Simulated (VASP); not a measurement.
# WSe2 (Pm) in VASP: single point with PBE+D3(BJ)

Aim: the single point of WSe2 with PBE+D3(BJ).

All numbers are computed with VASP 6.6.1; they aren't measurements. Logs are shortened: lines on timing, memory, paths and dates and some standing lists are left out, and cuts for length are marked.

### Step 1. The cell of the first run

It takes space group Pm (No. 6, monoclinic). Conventional cell: a = 3.279 Å, b = 12.788 Å, c = 3.279 Å, α = 90.00°, β = 120.00°, γ = 90.00°. Within 2.9 Å of W (site symmetry m) lie 6 Se at 2.11 to 2.85 Å. Within 3.3 Å of W (site symmetry m) lie 6 Se at 2.53 Å and 6 W at 3.28 Å. Within 3.4 Å of Se (site symmetry 1) lie 3 W at 2.53 Å and 7 Se at 3.28 to 3.37 Å. Se (site symmetry 1) has 3 W at 2.11 to 2.85 Å within 2.9 Å.

### Step 2. Single point, PBE+D3(BJ) (atom 1 (W) moved by -0.560 Å along [1 0 0] and -0.280 Å along [1 2 0])

The input, INCAR:

```
PREC = Accurate ; ENCUT = 520
EDIFF = 1E-6 ; ISMEAR = 0
SIGMA = 0.05 ; LREAL = F
LASPH = T ; NELM = 100
ALGO = Normal ; ISIF = 2
LWAVE = F ; LCHARG = F
GGA = PE ; IVDW = 12
NBANDS = 35
```

The input, KPOINTS:

```
Automatic mesh
0
Gamma
  9 9 2
```

The input, POSCAR:

```
WSe2
1.0
    3.2790216039      0.0000000000      0.0000000000
   -1.6395108019      2.8397160085      0.0000000000
    0.0000000000      0.0000000000     12.7878979243
W Se
2 4
Direct
    0.1132499784      0.5680652575      0.2500000000
    0.6666666667      0.3333333333      0.7500000000
    0.3333333333      0.6666666667      0.6182859564
    0.6666666667      0.3333333333      0.1182859564
    0.3333333333      0.6666666667      0.8817140436
    0.6666666667      0.3333333333      0.3817140436
```

Potentials or basis: VASP PAW PBE potentials, release 64 (W_sv, Se).

The run is started by

```sh
cat potpaw_PBE.64/W_sv/POTCAR potpaw_PBE.64/Se/POTCAR > POTCAR
mpirun -np 1 vasp_std > vasp.out
```

OUTCAR:

```text
PREC = Accurate
   ENCUT = 520
   EDIFF = 1E-6
   ISMEAR = 0
   LREAL = F
   LASPH = T
   NELM = 100
   ISIF = 2
   GGA = PE
   IVDW = 12
 IVDW          = 12

 ion  position               nearest neighbor table
   1  0.113  0.568  0.250-   4 2.11   6 2.11   4 2.81   6 2.81   4 2.85   6 2.85
   2  0.667  0.333  0.750-   3 2.53   5 2.53   3 2.53   5 2.53   3 2.53   5 2.53
   3  0.333  0.667  0.618-   2 2.53   2 2.53   2 2.53
   4  0.667  0.333  0.118-   1 2.11   1 2.81   1 2.85
   5  0.333  0.667  0.882-   2 2.53   2 2.53   2 2.53
   6  0.667  0.333  0.382-   1 2.11   1 2.81   1 2.85

  LATTYP: Found a hexagonal cell.
 ALAT       =     3.2790216039
 C/A-ratio  =     3.8999126779

  Lattice vectors:

 A1 = (   3.2790216039,   0.0000000000,   0.0000000000)
 A2 = (  -1.6395108019,   2.8397160085,   0.0000000000)
 A3 = (   0.0000000000,   0.0000000000,  12.7878979243)

Analysis of symmetry for initial positions (statically):
=====================================================================
 Subroutine PRICEL returns:
 Original cell was already a primitive cell.

 Routine SETGRP: Setting up the symmetry group for a
 hexagonal supercell.

 Subroutine GETGRP returns: Found  2 space group operations
 (whereof  1 operations were pure point group operations)
 out of a pool of 24 trial point group operations.

The static configuration has the point symmetry C_1 .
 The point group associated with its full space group is C_1h.

Analysis of symmetry for dynamics (positions and initial velocities):
=====================================================================
 Subroutine PRICEL returns:
 Original cell was already a primitive cell.

 Routine SETGRP: Setting up the symmetry group for a
 hexagonal supercell.

 Subroutine GETGRP returns: Found  2 space group operations
 (whereof  1 operations were pure point group operations)
 out of a pool of 24 trial point group operations.

The dynamic configuration has the point symmetry C_1 .
 The point group associated with its full space group is C_1h.

 Subroutine INISYM returns: Found  2 space group operations
 (whereof  1 operations are pure point group operations),
 and found     1 'primitive' translations

----------------------------------------------------------------------------------------

                                     Primitive cell

  volume of cell :     119.0744

  direct lattice vectors                    reciprocal lattice vectors
     3.279021604  0.000000000  0.000000000     0.304969018  0.176073945  0.000000000
    -1.639510802  2.839716008  0.000000000     0.000000000  0.352147890  0.000000000
     0.000000000  0.000000000 12.787897924     0.000000000  0.000000000  0.078198935

  length of vectors
     3.279021604  3.279021604 12.787897924     0.352147890  0.352147890  0.078198935

  position of ions in fractional coordinates (direct lattice)
     0.113249978  0.568065258  0.250000000
     0.666666667  0.333333333  0.750000000
     0.333333333  0.666666667  0.618285956
     0.666666667  0.333333333  0.118285956
     0.333333333  0.666666667  0.881714044
     0.666666667  0.333333333  0.381714044

  ion indices of the primitive-cell ions
   primitive index   ion index
                 1           1
                 2           2
                 3           3
                 4           4
                 5           5
                 6           6

----------------------------------------------------------------------------------------

 KPOINTS: Automatic mesh

Automatic generation of k-mesh.
 Grid dimensions read from file:
 generate k-points for:    9    9    2

 Generating k-lattice:

  Cartesian coordinates                     Fractional coordinates (reciprocal lattice)
     0.033885446  0.019563772  0.000000000     0.111111111  0.000000000  0.000000000
     0.000000000  0.039127543  0.000000000     0.000000000  0.111111111  0.000000000
     0.000000000  0.000000000  0.039099468     0.000000000  0.000000000  0.500000000

  Length of vectors
     0.039127543  0.039127543  0.039099468

  Shift w.r.t. Gamma in fractional coordinates (k-lattice)
     0.000000000  0.000000000  0.000000000

 Subroutine IBZKPT returns following result:
 ===========================================

 Found     82 irreducible k-points:

 Following reciprocal coordinates:
            Coordinates               Weight
  0.000000  0.000000  0.000000      1.000000
  0.111111 -0.000000  0.000000      2.000000
  0.000000  0.111111  0.000000      2.000000
 -0.111111  0.111111  0.000000      2.000000
  0.222222  0.000000  0.000000      2.000000
  0.000000  0.222222  0.000000      2.000000
[... 16 lines left out ...]
  0.333333  0.111111  0.000000      2.000000
 -0.111111  0.444444  0.000000      2.000000
 [... further k-points ...]
   k-points           NKPTS =     82   k-points in BZ     NKDIM =     82   number of bands    NBANDS=     35
   number of dos      NEDOS =    301   number of ions     NIONS =      6
   total plane-waves  NPLWV =  55296
   dimension x,y,z NGX =    24 NGY =   24 NGZ =   96
   dimension x,y,z NGXF=    48 NGYF=   48 NGZF=  192
   ions per type =               2   4
   NGX,Y,Z   is equivalent  to a cutoff of  12.17, 12.17, 12.48 a.u.
   NGXF,Y,Z  is equivalent  to a cutoff of  24.34, 24.34, 24.96 a.u.
 SYSTEM =  unknown system
   PREC   = accura    normal or accurate (medium, high low for compatibility)
   ISTART =      0    job   : 0-new  1-cont  2-samecut
   ICHARG =      2    charge: 1-file 2-atom 10-const
   ISPIN  =      1    spin polarized calculation?
   LNONCOLLINEAR =      F non collinear calculations
   LSORBIT =      F    spin-orbit coupling
   LASPH  =      T    aspherical Exc in radial PAW
   ENCUT  =  520.0 eV  38.22 Ry    6.18 a.u.   6.10  6.10 23.78*2*pi/ulx,y,z
   NELM   =    100;   NELMIN=  2; NELMDL= -5     # of ELM steps
   EDIFF  = 0.1E-05   stopping-criterion for ELM
   LREAL  =      F    real-space projection
   EDIFFG = 0.1E-04   stopping-criterion for IOM
   NSW    =      0    number of steps for IOM
   IBRION =     -1    ionic relax: 0-MD 1-quasi-New 2-CG
   NFREE  =      0    steps in history (QN), initial steepest desc. (CG)
   ISIF   =      2    stress and relaxation
   ISYM   =      2    0-nonsym 1-usesym 2-fastsym
   POTIM  = 0.5000    time-step for ionic-motion
   TEBEG  =    0.0;   TEEND  =   0.0 temperature during run
   PSTRESS=    0.0 pullay stress
   NELECT =      52.0000    total number of electrons
   NUPDOWN=      -1.0000    fix difference up-down
   EMIN   =  10.00;   EMAX   =-10.00  energy-range for DOS
   EFERMI =   0.00;   METHOD = LEGACY
   ISMEAR =     0;   SIGMA  =   0.05  broadening in eV -4-tet -1-fermi 0-gaus
   EFERMI_NEDOS =   21; number of points for ismear=-14 and -15
   IALGO  =     38    algorithm
   IMIX   =      4    mixing-type and parameters
     AMIX     =   0.40;   BMIX     =  1.00
     AMIX_MAG =   1.60;   BMIX_MAG =  1.00
  volume/ion in A,a.u.               =      19.85       133.93
  Fermi-wavevector in a.u.,A,eV,Ry     =   1.242043  2.347120 20.989298  1.542670
  Thomas-Fermi vector in A             =   2.376414
   LORBIT       =      0    0 simple, 1 ext, 2 COOP (PROOUT), +10 PAW based schemes
   GGA     = PE    functional components
   LHFCALC =     F    Hartree Fock is set to
   AEXX    =    0.0000 exact exchange contribution
   IVDW    =    12    specifies the selected vdW correction
   LEPSILON=     F    determine dielectric tensor
   LRPA    =     F    only Hartree local field effects (RPA)
 non-spin polarized calculation
 Gauss-broadening in eV      SIGMA  =   0.05
  energy-cutoff  :      520.00
  volume of cell :      119.07
 maximum number of plane-waves:      3246
   NGX = 13   NGY = 13   NGZ = 47

 number of electron      51.9999991 magnetization

 Free energy of the ion-electron system (eV)
  ---------------------------------------------------
  ext. energy  EPLUGINS =         0.00000000
  ---------------------------------------------------
  free energy    TOTEN  =       -39.39553102 eV

  energy without entropy =      -39.39398577  energy(sigma->0) =      -39.39475840

 E-fermi :   7.4032     XC(G=0): -10.8735

 val. band max:        7.4008120172   @ k =  -0.4444   0.4444   0.0000
 cond. band min:       7.4203643333   @ k =   0.0000   0.3333   0.5000
 fundamental gap:      0.0195523161
 Fermi energy:         7.4031814572

 k-point     1 :       0.0000    0.0000    0.0000
  band No.  band energies     occupation
      1     -67.8569      2.00000
      2     -67.4954      2.00000
      3     -32.2087      2.00000
      4     -32.1098      2.00000
      5     -31.9703      2.00000
      6     -31.9691      2.00000
[... 27 lines left out ...]
     34       9.9897      0.00000
     35      11.3511      0.00000

 k-point     2 :       0.1111   -0.0000    0.0000
  band No.  band energies     occupation
      1     -67.8557      2.00000
      2     -67.4941      2.00000
      3     -32.2024      2.00000
      4     -32.1044      2.00000
      5     -31.9976      2.00000
      6     -31.9769      2.00000
[... 27 lines left out ...]
     34       9.7770      0.00000
     35      12.2041      0.00000

 k-point     3 :       0.0000    0.1111    0.0000
  band No.  band energies     occupation
      1     -67.8557      2.00000
      2     -67.4941      2.00000
      3     -32.2036      2.00000
      4     -32.1044      2.00000
      5     -31.9985      2.00000
      6     -31.9760      2.00000
[... 27 lines left out ...]
     34      10.2581      0.00000
     35      12.2331      0.00000
[... 723 lines left out ...]
 k-point    23 :       0.3333    0.1111    0.0000
  band No.  band energies     occupation
      1     -67.8471      2.00000
      2     -67.4850      2.00000
      3     -32.1752      2.00000
      4     -32.1601      2.00000
      5     -32.0672      2.00000
      6     -32.0361      2.00000
[... 27 lines left out ...]
     34      11.3243      0.00000
     35      12.1028      0.00000

 k-point    24 :      -0.1111    0.4444    0.0000
  band No.  band energies     occupation
      1     -67.8471      2.00000
      2     -67.4856      2.00000
      3     -32.1762      2.00000
      4     -32.1692      2.00000
      5     -32.0672      2.00000
      6     -32.0351      2.00000
[... 27 lines left out ...]
     34      10.8632      0.00000
     35      11.4163      0.00000

 [... further k-points ...]

------------------------ aborting loop because EDIFF is reached ----------------------------------------

 Edisp (eV)   -2.85536

 E8    (eV) :    -1.2741

  FORCE on cell =-STRESS in cart. coord.  units (eV):
  Direction    XX          YY          ZZ          XY          YZ          ZX
  --------------------------------------------------------------------------------------
  -------------------------------------------------------------------------------------
  Total       8.37783     2.68530    19.26344     5.45944     0.00000     0.00000
  in kB     112.72593    36.13147   259.19472    73.45818     0.00000     0.00000
  external pressure =      136.02 kB  Pullay stress =        0.00 kB

 VOLUME and BASIS-vectors are now :
 -----------------------------------------------------------------------------
  energy-cutoff  :      520.00
  volume of cell :      119.07
      direct lattice vectors                 reciprocal lattice vectors
     3.279021604  0.000000000  0.000000000     0.304969018  0.176073945  0.000000000
    -1.639510802  2.839716008  0.000000000     0.000000000  0.352147890  0.000000000
     0.000000000  0.000000000 12.787897924     0.000000000  0.000000000  0.078198935

 POSITION                                       TOTAL-FORCE (eV/Angst)
 -----------------------------------------------------------------------------------
     -0.56000      1.61314      3.19697         9.678094      5.608992      0.000000
      1.63951      0.94657      9.59092        -0.031093     -0.014627      0.000000
     -0.00000      1.89314      7.90658        -0.026101     -0.014679     -0.043942
      1.63951      0.94657      1.51263        -4.797399     -2.782503     -5.632985
     -0.00000      1.89314     11.27527        -0.026101     -0.014679      0.043942
      1.63951      0.94657      4.88132        -4.797399     -2.782503      5.632985
 -----------------------------------------------------------------------------------
    total drift:                               -0.000531     -0.000253      0.000000

  FREE ENERGIE OF THE ION-ELECTRON SYSTEM (eV)
  ---------------------------------------------------
  free  energy   TOTEN  =       -42.2508863798 eV

  energy  without entropy=      -42.2493411332  energy(sigma->0) =      -42.25011376
```

Wall time 4.2 min (1 thread of Oxide Virtual Turin-like, shared host); peak memory 0.38 GiB.

Results:

```
Free energy                : -42.2509 eV
Pressure                   : 13.6 GPa
Largest force              : 11.186 eV/Å
Band gap on the k mesh     : 0.02 eV (least direct gap 0.20 eV)
Dispersion energy per atom : -0.476 eV
```

Forces on the atoms (eV/Å):
```
W    9.678  5.609  0.000
W   -0.031 -0.015  0.000
Se  -0.026 -0.015 -0.044
Se  -4.797 -2.783 -5.633
Se  -0.026 -0.015  0.044
Se  -4.797 -2.783  5.633
```

Caveat: the cell differs from its parent crystal (atom 1 (W) moved by -0.560 Å along [1 0 0] and -0.280 Å along [1 2 0]); the stress differs along the axes, from 4 to 26 GPa; spin-orbit coupling is left out, which moves the levels of the heavy elements; forces of over 1 eV/Å act on the atoms, so gaps and moduli don't describe the material at rest.
